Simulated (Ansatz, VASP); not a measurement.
# Two plane-wave programs on Pd

File INCAR:

```
SYSTEM = Pd
PREC = Accurate ; ENCUT = 520
EDIFF = 1E-7 ; ISMEAR = -1
SIGMA = 0.3 ; LREAL = .FALSE.
LASPH = .TRUE. ; NELM = 150
ALGO = Normal ; ISIF = 2
LWAVE = .FALSE. ; LCHARG = .FALSE.
ISPIN = 2 ; MAGMOM = 0.288
LORBIT = 11 ; LMAXMIX = 4
GGA = PE ; NBANDS = 15
```

KPOINTS

```
regular mesh
0
G
  14 14 14
  0 0 0
```

POSCAR

```
Pd
1.0
    0.0000000000      1.9737080107      1.9737080107
    1.9737080107      0.0000000000      1.9737080107
    1.9737080107      1.9737080107      0.0000000000
Pd
1
Direct
    0.0000000000      0.0000000000      0.0000000000
```

Input for Ansatz:

```yaml
crystal:
  lattice:
    - [0.0, 1.9737080107, 1.9737080107]
    - [1.9737080107, 0.0, 1.9737080107]
    - [1.9737080107, 1.9737080107, 0.0]
  atoms:
    - { symbol: Pd, position: [0.0, 0.0, 0.0], spin: 0.288 }
hamiltonian:
  xc: pbe
  pseudopotentials:
    kind: paw
    azcp:
      Pd: "pseudopotentials/Pd.paw.azcp"
basis:
  ecutwfc: 420
  fft_grid_basis: typed
kpoints:
  mp_grid: { grid: [14, 14, 14], shift: [0, 0, 0] }
magnetization:
  spin_polarized: true
scf:
  occupations: { method: fermi_dirac, width: 0.3 }
  lower_state_search: "off"
output:
  stress: true
```

Alike in both runs: task single point; functional PBE; k mesh 14 × 14 × 14; occupations fermi-dirac, width 0.3 eV; collinear spin.

|  | VASP | Ansatz |
| --- | --- | --- |
| version | VASP 6.6.1 | Ansatz 0.2.0 |
| potentials or method | VASP PAW PBE potentials, release 64 (Pd), cutoff 520 eV | plane waves (420 eV) with PAW, scalar-relativistic |
| valence electrons in the cell | 10 | 18 |

```csv
,VASP,Ansatz,Ansatz less VASP
pressure (GPa),1.0,1.3,+0.29
net moment per atom (μB),0.00,0.00,0.000
```

VASP's potentials hold 10 valence electrons a cell and Ansatz's 18, so a difference there can come from the potentials and not from the codes. Ansatz's warnings: seeded moment not kept.
